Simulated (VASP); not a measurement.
Here is a VASP 6.6.1 calculation.

The input POSCAR:

```
BaHfO3
1.0
    4.1770517733      0.0000000000      0.0000000000
    0.0000000000      4.1770517733      0.0000000000
    0.0000000000      0.0000000000      4.1770487555
Ba Hf O
1 1 3
Direct
    0.5000000000      0.5000000000      0.9979971618
    0.0000000000      0.0000000000      0.4979944599
    0.0000000000      0.5000000000      0.4980131256
    0.5000000000      0.0000000000      0.4980131256
    0.0000000000      0.0000000000      0.9980039171
```

File INCAR.step1:

```
PREC = Accurate
ENCUT = 520
EDIFF = 1E-5
ISMEAR = 0
SIGMA = 0.01
LREAL = False
LASPH = True
NELM = 60
ALGO = Normal
ISIF = 2
LWAVE = True
LCHARG = False
NBANDS = 27
GGA = PE
KPAR = 2
```

INCAR.step2

```
PREC = Accurate
ENCUT = 520
EDIFF = 1E-6
ISMEAR = 0
SIGMA = 0.01
LREAL = False
LASPH = True
NELM = 60
ALGO = Normal
ISIF = 2
LWAVE = False
LCHARG = False
GGA = PE
LHFCALC = True
AEXX = 1.0
ALDAC = 0.0
AGGAC = 0.0
PRECFOCK = Fast
NBANDS = 27
ISTART = 1
KPAR = 2
```

KPOINTS

```
Automatic mesh
0
Gamma
  4 4 4
```

Potentials or basis: VASP PAW PBE potentials, release 64 (Ba_sv, Hf_pv, O).

Command:

```sh
$ cat potpaw_PBE.64/Ba_sv/POTCAR potpaw_PBE.64/Hf_pv/POTCAR potpaw_PBE.64/O/POTCAR > POTCAR
$ cp INCAR.step1 INCAR
$ mpirun -np 2 vasp_std > vasp.out
$ cp INCAR.step2 INCAR
$ mpirun -np 2 vasp_std > vasp.out
```

Task: Estimate the pressure.

Result: 2.1 GPa.

Task: Predict the band gap on the k mesh.

Result: 13.51 eV (least direct gap 13.78 eV).

Caveat: the PAW data sets were made with another functional, which shifts forces and pressure a little; spin-orbit coupling is left out, which moves the levels of the heavy elements. A k mesh can miss the band edges.
